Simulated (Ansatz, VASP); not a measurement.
# Two plane-wave programs on Pt

The input INCAR:

```
ALGO = Fast ; EDIFF = 1E-6
ENCUT = 520 ; GGA = PS
ISIF = 2 ; ISMEAR = 0
LASPH = True ; LCHARG = False
LREAL = False ; LWAVE = False
NBANDS = 17 ; NELM = 100
PREC = Accurate ; SIGMA = 0.1
```

File KPOINTS:

```
k-points
0
Gamma
  18 18 10
```

The input POSCAR:

```
Pt
1.0
    2.7890176517      0.0000000000      0.0000000000
   -1.3945088258      2.4153601379      0.0000000000
    0.0000000000      0.0000000000      4.9851132362
Pt
2
Direct
    0.6666666700      0.3333333300      0.7708675300
    0.3333333300      0.6666666700      0.2291324700
```

Input for Ansatz:

```yaml
crystal:
  lattice:
    - [2.7890176517, 0.0, 0.0]
    - [-1.3945088258, 2.4153601379, 0.0]
    - [0.0, 0.0, 4.9851132362]
  atoms:
    - { symbol: Pt, position: [0.66666667, 0.33333333, 0.77086753] }
    - { symbol: Pt, position: [0.33333333, 0.66666667, 0.22913247] }
basis:
  ecutwfc: 420
kpoints:
  mp_grid: { grid: [18, 18, 10] }
hamiltonian:
  xc: pbesol
scf:
  occupations: { method: gaussian, width: 0.1 }
output:
  forces: true
  stress: true
  eigenvalues: true
```

Alike in both runs: task single point; functional PBEsol; k mesh 18 × 18 × 10; occupations gaussian, width 0.1 eV; no spin polarisation.

```csv
,VASP,Ansatz
version,VASP 6.6.1,Ansatz 0.2.0
potentials or method,"VASP PAW PBE potentials, release 64 (Pt), cutoff 520 eV","scalar-relativistic, plane waves, PAW"
valence electrons in the cell,20,36
```

```tsv
	VASP	Ansatz	Ansatz less VASP
gap on the k mesh at the Fermi level (eV)	none	none	-
pressure (GPa)	-17.7	-17.4	+0.34
traceless stress, the component that is largest in VASP (GPa)	1.25	1.36	+0.114
rms of the force components (eV/Å)	0.669	0.677	+0.0076
```

VASP's potentials were made for PBE, not for PBEsol. Atom by atom the forces differ by 0.008 eV/Å (rms over components). A gap of «none» marks a metal or a gap that the smearing closes. The functional is the same, so the differences come from potentials, cutoffs and numerics. VASP's potentials hold 20 valence electrons a cell and Ansatz's 36, so a difference there can come from the potentials and not from the codes.

Spin-orbit coupling is off throughout.
